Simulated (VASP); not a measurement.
Wanted: the native input for a VASP 6.6.1 run.

| Quantity | Value |
| --- | --- |
| Task | single point |
| Functional | LDA |
| Potentials or basis | VASP PAW LDA potentials, release 64 (Zr_sv, N) |
| Cutoff | 520 eV |
| k mesh | 9 × 9 × 9 |
| Occupations | fermi-dirac, width 0.03 eV |
| Spin | no spin polarisation |
| Dipole correction | no |
| k mesh for the DOS | 14 × 14 × 14 |
| Occupations for the DOS | tetrahedron |
| Further INCAR settings | ALGO = Normal; EDIFF = 1e-06 |

The system is ZrN.

```
CELL_PARAMETERS angstrom
0.00000 2.28423 2.28423
2.28423 0.00000 2.28423
2.28423 2.28423 0.00000
ATOMIC_POSITIONS crystal
Zr 0.00000 0.00000 0.00000
N 0.50000 0.50000 0.50000
```

These files were run (other wordings do the same):

POSCAR

```
ZrN
1.0
    0.0000000000      2.2842300000      2.2842300000
    2.2842300000      0.0000000000      2.2842300000
    2.2842300000      2.2842300000      0.0000000000
Zr N
1 1
Direct
    0.0000000000      0.0000000000      0.0000000000
    0.5000000000      0.5000000000      0.5000000000
```

INCAR.step1

```
ALGO = Normal
EDIFF = 1E-6
ENCUT = 520
GGA_COMPAT = F
ISIF = 2
ISMEAR = -1
LASPH = T
LCHARG = T
LMAXMIX = 4
LORBIT = 11
LREAL = F
LWAVE = F
NBANDS = 16
NEDOS = 2001
NELM = 120
PREC = Accurate
SIGMA = 0.03
```

KPOINTS.step1

```
k-points
0
Gamma
  9 9 9
```

INCAR.step2

```
ALGO = Normal
EDIFF = 1E-6
ENCUT = 520
GGA_COMPAT = F
ICHARG = 11
ISIF = 2
ISMEAR = -5
LASPH = T
LCHARG = F
LMAXMIX = 4
LORBIT = 11
LREAL = F
LWAVE = F
NEDOS = 2001
NELM = 120
PREC = Accurate
SIGMA = 0.03
```

KPOINTS.step2

```
k-points
0
Gamma
  14 14 14
```

Potentials or basis: VASP PAW LDA potentials, release 64 (Zr_sv, N).

Run with:

```bash
$ cat potpaw_LDA.64/Zr_sv/POTCAR potpaw_LDA.64/N/POTCAR > POTCAR
$ cp INCAR.step1 INCAR
$ cp KPOINTS.step1 KPOINTS
$ mpirun -np 1 vasp_std > vasp.out
$ cp INCAR.step2 INCAR
$ cp KPOINTS.step2 KPOINTS
$ mpirun -np 1 vasp_std > vasp.out
```

It gave:

```yaml
Valence_electrons_inside_the_program's_atomic_spheres: Zr 9.90; N 3.68
```

Caveat: an odd number of electrons without spin polarisation forces a metal; a magnetic or distorted state may lie lower.

Run time: 47 s on 1 thread of Intel Xeon 8259CL, with other jobs on the host, peak memory 0.15 GiB.
